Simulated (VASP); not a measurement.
Here is a VASP 6.6.1 calculation.

Contents of INCAR:

```
ALGO = Normal ; EDIFF = 1E-6
EDIFFG = -0.04 ; ENCUT = 600
GGA = PE ; IBRION = 2
ISIF = 3 ; ISMEAR = 0
LASPH = T ; LCHARG = F
LREAL = F ; LWAVE = F
NELM = 100 ; NSW = 90
PREC = Accurate ; SIGMA = 0.1
```

Contents of KPOINTS:

```
k-points
0
Gamma
  6 6 6
```

Contents of POSCAR:

```
Pb2F
1.0
   -1.7885897003      1.7885897003      6.3708817220
    1.7885897003     -1.7885897003      6.3708817220
    1.7885897003      1.7885897003     -6.3708817220
Pb F
2 1
Direct
    0.3650000000      0.3650000000      0.0000000000
    0.6350000000      0.6350000000      0.0000000000
    0.0000000000      0.0000000000      0.0000000000
```

Potentials or basis: VASP PAW PBE potentials, release 64 (Pb_d, F).

Run with:

```console
$ cat potpaw_PBE.64/Pb_d/POTCAR potpaw_PBE.64/F/POTCAR > POTCAR
$ mpirun -np 1 vasp_std > vasp.out
```

(1) Estimate the relaxed cell.

(2) What does it give for the relaxed volume?

(3) What does it give for the space group after relaxing (to 0.05 Å)?

Results:

(1) a = 6.281 Å, b = 6.281 Å, c = 6.281 Å, α = 147.80°, β = 147.80°, γ = 46.18°.

(2) 23.37 Å³/atom.

(3) I4/mmm (No. 139).

Caveat: the k points lie up to 0.43 Å⁻¹ apart in the final cell; an odd number of electrons without spin polarisation forces a metal; a magnetic or distorted state may lie lower.
